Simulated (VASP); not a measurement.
# SnO (P4/nmm) in VASP: notebook

The runs below take SnO through single point, with LDA.

All numbers are computed with VASP 6.6.1; they aren't measurements. Logs are shortened: lines on timing, memory, paths and dates and some standing lists are left out, and cuts for length are marked.

**1. The cell of the first run**

It takes space group P4/nmm (No. 129, tetragonal). Conventional cell: a = 3.767 Å, b = 3.767 Å, c = 4.655 Å, α = 90.00°, β = 90.00°, γ = 90.00°. Sn (site symmetry 4mm) has 4 O at 2.20 Å within 2.9 Å. Within 2.9 Å of O (site symmetry -4m2) lie 4 Sn at 2.20 Å and 4 O at 2.66 Å.

**2. Single point, LDA**

File INCAR:

```
SYSTEM = SnO
PREC = Accurate ; ENCUT = 520
EDIFF = 1E-6 ; ISMEAR = 0
SIGMA = 0.15 ; LREAL = .False.
LASPH = .True. ; NELM = 80
ALGO = Normal ; ISIF = 2
LWAVE = .False. ; LCHARG = .False.
GGA = CA ; NBANDS = 28
```

File KPOINTS:

```
regular mesh
0
Gamma
  12 12 10
  0 0 0
```

File POSCAR:

```
SnO
1.0
    3.7668771934      0.0000000000      0.0000000000
    0.0000000000      3.7668771934      0.0000000000
    0.0000000000      0.0000000000      4.6553197995
Sn O
2 2
Direct
    0.0000000000      0.5000000000      0.2457459271
    0.5000000000      0.0000000000      0.7542540729
    0.0000000000      0.0000000000      0.0000000000
    0.5000000000      0.5000000000      0.0000000000
```

Potentials or basis: VASP PAW LDA potentials, release 64 (Sn_d, O).

Run with:

```console
$ cat potpaw_LDA.64/Sn_d/POTCAR potpaw_LDA.64/O/POTCAR > POTCAR
$ mpirun -np 1 vasp_std > vasp.out
```

OUTCAR:

```text
SYSTEM = SnO
   PREC = Accurate
   ENCUT = 520
   EDIFF = 1E-6
   ISMEAR = 0
   LREAL = .False.
   LASPH = .True.
   NELM = 80
   ISIF = 2
   GGA = CA

 ion  position               nearest neighbor table
   1  0.000  0.500  0.246-   3 2.20   4 2.20   3 2.20   4 2.20   2 3.51   2 3.51   2 3.51   2 3.51
                             2 3.56   2 3.56   2 3.56   2 3.56
   2  0.500  0.000  0.754-   3 2.20   4 2.20   4 2.20   3 2.20   1 3.51   1 3.51   1 3.51   1 3.51
                             1 3.56   1 3.56   1 3.56   1 3.56
   3  0.000  0.000  0.000-   1 2.20   2 2.20   1 2.20   2 2.20
   4  0.500  0.500  0.000-   1 2.20   2 2.20   2 2.20   1 2.20

  LATTYP: Found a simple tetragonal cell.
 ALAT       =     3.7668771934
 C/A-ratio  =     1.2358565359

  Lattice vectors:

 A1 = (   3.7668771934,   0.0000000000,   0.0000000000)
 A2 = (   0.0000000000,   3.7668771934,   0.0000000000)
 A3 = (   0.0000000000,   0.0000000000,   4.6553197995)

Analysis of symmetry for initial positions (statically):
=====================================================================
 Subroutine PRICEL returns:
 Original cell was already a primitive cell.

 Routine SETGRP: Setting up the symmetry group for a
 simple tetragonal supercell.

 Subroutine GETGRP returns: Found 16 space group operations
 (whereof  8 operations were pure point group operations)
 out of a pool of 16 trial point group operations.

The static configuration has the point symmetry D_2d.
 The point group associated with its full space group is D_4h.

Analysis of symmetry for dynamics (positions and initial velocities):
=====================================================================
 Subroutine PRICEL returns:
 Original cell was already a primitive cell.

 Routine SETGRP: Setting up the symmetry group for a
 simple tetragonal supercell.

 Subroutine GETGRP returns: Found 16 space group operations
 (whereof  8 operations were pure point group operations)
 out of a pool of 16 trial point group operations.

The dynamic configuration has the point symmetry D_2d.
 The point group associated with its full space group is D_4h.

 Subroutine INISYM returns: Found 16 space group operations
 (whereof  8 operations are pure point group operations),
 and found     1 'primitive' translations

----------------------------------------------------------------------------------------

[... 95 lines left out ...]
   NELM   =     80;   NELMIN=  2; NELMDL= -5     # of ELM steps
   EDIFF  = 0.1E-05   stopping-criterion for ELM
   LREAL  =      F    real-space projection
   EDIFFG = 0.1E-04   stopping-criterion for IOM
   NSW    =      0    number of steps for IOM
   IBRION =     -1    ionic relax: 0-MD 1-quasi-New 2-CG
   NFREE  =      0    steps in history (QN), initial steepest desc. (CG)
   ISIF   =      2    stress and relaxation
   ISYM   =      2    0-nonsym 1-usesym 2-fastsym
   POTIM  = 0.5000    time-step for ionic-motion
   TEBEG  =    0.0;   TEEND  =   0.0 temperature during run
   PSTRESS=    0.0 pullay stress
   NELECT =      40.0000    total number of electrons
   NUPDOWN=      -1.0000    fix difference up-down
   EMIN   =  10.00;   EMAX   =-10.00  energy-range for DOS
   EFERMI =   0.00;   METHOD = LEGACY
   ISMEAR =     0;   SIGMA  =   0.15  broadening in eV -4-tet -1-fermi 0-gaus
   EFERMI_NEDOS =   21; number of points for ismear=-14 and -15
   IALGO  =     38    algorithm
   IMIX   =      4    mixing-type and parameters
     AMIX     =   0.40;   BMIX     =  1.00
     AMIX_MAG =   1.60;   BMIX_MAG =  1.00
  volume/ion in A,a.u.               =      16.51       111.44
  Fermi-wavevector in a.u.,A,eV,Ry     =   1.385024  2.617316 26.099946  1.918292
  Thomas-Fermi vector in A             =   2.509473
   LORBIT       =      0    0 simple, 1 ext, 2 COOP (PROOUT), +10 PAW based schemes
   GGA     = CA    functional components
   LHFCALC =     F    Hartree Fock is set to
   AEXX    =    0.0000 exact exchange contribution
   IVDW    =     0    specifies the selected vdW correction
   LEPSILON=     F    determine dielectric tensor
   LRPA    =     F    only Hartree local field effects (RPA)
 non-spin polarized calculation
 Gauss-broadening in eV      SIGMA  =   0.15
  energy-cutoff  :      520.00
  volume of cell :       66.06
 maximum number of plane-waves:      1806
   NGX = 15   NGY = 15   NGZ = 17

 number of electron      40.0000013 magnetization

 Free energy of the ion-electron system (eV)
  ---------------------------------------------------
  ext. energy  EPLUGINS =         0.00000000
  ---------------------------------------------------
  free energy    TOTEN  =       -25.73204969 eV

  energy without entropy =      -25.72945186  energy(sigma->0) =      -25.73075078

 E-fermi :   7.6729     XC(G=0): -10.9909

 val. band max:        7.6297904820   @ k =   0.0833   0.0833   0.0000
 cond. band min:       7.7342638742   @ k =   0.4167   0.4167   0.0000
 fundamental gap:      0.1044733922
 Fermi energy:         7.6728989810

 k-point     1 :       0.0000    0.0000    0.0000
  band No.  band energies     occupation
      1     -14.4201      2.00000
      2     -13.9484      2.00000
      3     -13.9484      2.00000
      4     -13.9296      2.00000
      5     -13.8851      2.00000
      6     -13.8793      2.00000
[... 733 lines left out ...]
     27      15.1590      0.00000
     28      15.7422      0.00000

 [... further k-points ...]

------------------------ aborting loop because EDIFF is reached ----------------------------------------

  FORCE on cell =-STRESS in cart. coord.  units (eV):
  Direction    XX          YY          ZZ          XY          YZ          ZX
  --------------------------------------------------------------------------------------
  -------------------------------------------------------------------------------------
  Total        0.1541246      0.1541246      0.1753579      0.0000000      0.0000000      0.0000000
  in kB        3.7382662      3.7382662      4.2532750      0.0000000      0.0000000      0.0000000
  external PRESSURE =       3.9099358 kB  Pullay stress =       0.0000000 kB

 VOLUME and BASIS-vectors are now :
 -----------------------------------------------------------------------------
  energy-cutoff  :      520.00
  volume of cell :       66.06
      direct lattice vectors                 reciprocal lattice vectors
     3.766877193  0.000000000  0.000000000     0.265471888  0.000000000  0.000000000
     0.000000000  3.766877193  0.000000000     0.000000000  0.265471888  0.000000000
     0.000000000  0.000000000  4.655319799     0.000000000  0.000000000  0.214808014

 POSITION                                       TOTAL-FORCE (eV/Angst)
 -----------------------------------------------------------------------------------
      0.00000      1.88344      1.14403         0.000000      0.000000      0.128749
      1.88344      0.00000      3.51129        -0.000000      0.000000     -0.128749
      0.00000      0.00000      0.00000        -0.000000     -0.000000      0.000000
      1.88344      1.88344      0.00000        -0.000000      0.000000      0.000000
 -----------------------------------------------------------------------------------
    total drift:                                0.000000      0.000000     -0.000000

  FREE ENERGIE OF THE ION-ELECTRON SYSTEM (eV)
  ---------------------------------------------------
  free  energy   TOTEN  =       -25.7320496941 eV

  energy  without entropy=      -25.7294518643  energy(sigma->0) =      -25.73075078
```

It took 100 s on 1 thread of Intel Xeon 6975P-C (Granite Rapids), shared host; peak memory 0.34 GiB.

Results:

| Property | Result |
| --- | --- |
| Free energy | -25.7320 eV |
| Pressure | 0.4 GPa |
| Largest force | 0.129 eV/Å |
| Band gap on the k mesh | zero (bands 20 and 21 overlap by 0.22 eV) |

Forces on the atoms (eV/Å):
```
Sn   0.000  0.000  0.129
Sn   0.000  0.000 -0.129
O    0.000  0.000  0.000
O    0.000  0.000  0.000
```

Caveat: semilocal functionals underestimate gaps, so a narrow gap can read as zero; spin-orbit coupling is left out, which moves the levels of the heavy elements.

**3. Single point, LDA (17.17 Å³/atom)**

This run uses another cell than the first one, of 17.17 Å³/atom.

File INCAR:

```
SYSTEM = SnO
PREC = Accurate
ENCUT = 520
EDIFF = 1E-6
ISMEAR = 0
SIGMA = 0.15
LREAL = .FALSE.
LASPH = .TRUE.
NELM = 80
ALGO = Normal
ISIF = 2
LWAVE = .FALSE.
LCHARG = .TRUE.
GGA = CA
LELF = .TRUE.
LVHAR = .TRUE.
NBANDS = 28
```

File KPOINTS:

```
Automatic mesh
0
G
  12 12 10
  0 0 0
```

File POSCAR:

```
SnO
1.0
    4.0551948858      0.0000000000      0.0000000000
    0.0000000000      4.0551948858      0.0000000000
    0.0000000000      0.0000000000      4.1776617713
Sn O
2 2
Direct
    0.0000000000      0.5000000000      0.2457459271
    0.5000000000      0.0000000000      0.7542540729
    0.0000000000      0.0000000000      0.0000000000
    0.5000000000      0.5000000000      0.0000000000
```

Potentials or basis: VASP PAW LDA potentials, release 64 (Sn_d, O).

Run with:

```console
$ cat potpaw_LDA.64/Sn_d/POTCAR potpaw_LDA.64/O/POTCAR > POTCAR
$ mpirun -np 1 vasp_std > vasp.out
```

Run time: 1.9 min. Hardware: 1 thread of Intel Xeon 6975P-C (Granite Rapids), shared host; peak memory 0.34 GiB.

Results (log left out):

```yaml
Free_energy: -25.3543 eV
Pressure: -6.0 GPa
Largest_force: 0.015 eV/Å
Band_gap_on_the_k_mesh: 0.72 eV (least direct gap 1.33 eV)
```

Forces on the atoms (eV/Å):
```
Sn   0.000  0.000  0.015
Sn   0.000  0.000 -0.015
O    0.000  0.000  0.000
O    0.000  0.000  0.000
```

Stress tensor (GPa, compression positive):
```
-9.80  0.00  0.00
 0.00 -9.80  0.00
 0.00  0.00  1.45
```

Levels at points of the mesh, in eV from the valence-band top:
| k point | band 17 | band 18 | band 19 | band 20 | band 21 | band 22 | band 23 | band 24 |
| --- | --- | --- | --- | --- | --- | --- | --- | --- |
| (0.00, 0.00, 0.00) | -2.74 | -2.74 | -2.38 | -0.47 | 2.58 | 4.96 | 4.96 | 5.98 |
| (0.50, 0.00, 0.00) | -3.55 | -3.55 | -1.44 | -1.44 | 4.03 | 4.03 | 6.04 | 6.04 |
| (0.50, 0.50, 0.00) | -2.02 | -2.02 | -0.65 | -0.65 | 0.72 | 0.72 | 6.13 | 6.13 |
| (0.00, 0.00, 0.50) | -2.73 | -2.66 | -2.26 | -0.30 | 1.13 | 2.89 | 3.01 | 3.01 |
| (0.50, 0.00, 0.50) | -4.09 | -4.09 | -0.61 | -0.61 | 3.31 | 3.31 | 5.28 | 5.28 |
| (0.50, 0.50, 0.50) | -2.23 | -2.23 | -2.02 | -2.02 | 3.66 | 3.66 | 5.31 | 5.31 |

Caveat: the cell stands under tension; spin-orbit coupling is left out, which moves the levels of the heavy elements. Expect the measured gap to be larger: semilocal functionals such as LDA lack the derivative discontinuity.

**4. Single point, LDA (17.17 Å³/atom)**

This run uses another cell than the first one, of 17.17 Å³/atom.

File INCAR:

```
PREC = Accurate
ENCUT = 520
EDIFF = 1E-7
ISMEAR = 0
SIGMA = 0.15
LREAL = False
LASPH = True
NELM = 60
ALGO = Normal
ISIF = 2
LWAVE = False
LCHARG = False
GGA = CA
NBANDS = 28
```

File KPOINTS:

```
Automatic mesh
0
Gamma
  12 12 10
```

File POSCAR:

```
SnO
1.0
    3.8944538384      0.0000000000      0.0000000000
    0.0000000000      3.8944538384      0.0000000000
    0.0000000000      0.0000000000      4.5296392595
Sn O
2 2
Direct
    0.0000000000      0.5000000000      0.2457459271
    0.5000000000      0.0000000000      0.7542540729
    0.0000000000      0.0000000000      0.0000000000
    0.5000000000      0.5000000000      0.0000000000
```

Run with:

```console
$ cat potpaw_LDA.64/Sn_d/POTCAR potpaw_LDA.64/O/POTCAR > POTCAR
$ mpirun -np 1 vasp_std > vasp.out
```

It took 2.2 min on 1 thread of Intel Xeon 6975P-C (Granite Rapids), shared host; peak memory 0.36 GiB.

It converged, with:

- Free energy: -25.6533 eV
- Pressure: -4.3 GPa
- Largest force: 0.170 eV/Å
- Band gap on the k mesh: 0.24 eV (least direct gap 1.68 eV)

Forces in eV/Å, atoms in the order of the input:
```
Sn   0.000  0.000 -0.170
Sn   0.000  0.000  0.170
O    0.000  0.000  0.000
O    0.000  0.000  0.000
```

Stress tensor (GPa, compression positive):
```
-6.08  0.00  0.00
 0.00 -6.08  0.00
 0.00  0.00 -0.80
```

Levels at points of the mesh, in eV from the valence-band top:
| k point | band 17 | band 18 | band 19 | band 20 | band 21 | band 22 | band 23 | band 24 |
| --- | --- | --- | --- | --- | --- | --- | --- | --- |
| (0.00, 0.00, 0.00) | -3.03 | -2.96 | -2.96 | -0.09 | 2.29 | 4.68 | 4.68 | 5.13 |
| (0.50, 0.00, 0.00) | -4.45 | -4.45 | -2.27 | -2.27 | 3.65 | 3.65 | 5.90 | 5.90 |
| (0.50, 0.50, 0.00) | -2.28 | -2.28 | -1.44 | -1.44 | 0.24 | 0.24 | 5.05 | 5.05 |
| (0.00, 0.00, 0.50) | -2.98 | -2.98 | -2.58 | -1.42 | 1.43 | 2.83 | 2.83 | 3.37 |
| (0.50, 0.00, 0.50) | -4.51 | -4.51 | -1.26 | -1.26 | 3.07 | 3.07 | 5.27 | 5.27 |
| (0.50, 0.50, 0.50) | -2.56 | -2.56 | -2.28 | -2.28 | 2.80 | 2.80 | 4.74 | 4.74 |

Caveat: the cell stands under tension; spin-orbit coupling is left out, which moves the levels of the heavy elements. A k mesh can miss the band edges.

**5. Overview**

```csv
cell,gap on the mesh (eV),pressure (GPa),largest force (eV/Å)
"a = 3.767, b = 3.767, c = 4.655 Å, 4 atoms",none,0.4,0.13
"a = 4.055, b = 4.055, c = 4.178 Å, 4 atoms",0.72,-6.0,0.01
"a = 3.894, b = 3.894, c = 4.530 Å, 4 atoms",0.24,-4.3,0.17
```

Alike in all rows: task single point; level LDA; potentials or basis VASP PAW LDA potentials, release 64 (Sn_d, O); no spin polarisation; k mesh 12 × 12 × 10; cutoff (eV) 520; smearing gaussian 0.15 eV.

Caveats: spin-orbit coupling is left out, which moves the levels of the heavy elements; the cell stands under tension (at least some runs); semilocal functionals underestimate gaps, so a narrow gap can read as zero (at least some runs).

Total energies depend on the potentials used, so only differences within one code and one set of settings carry meaning.
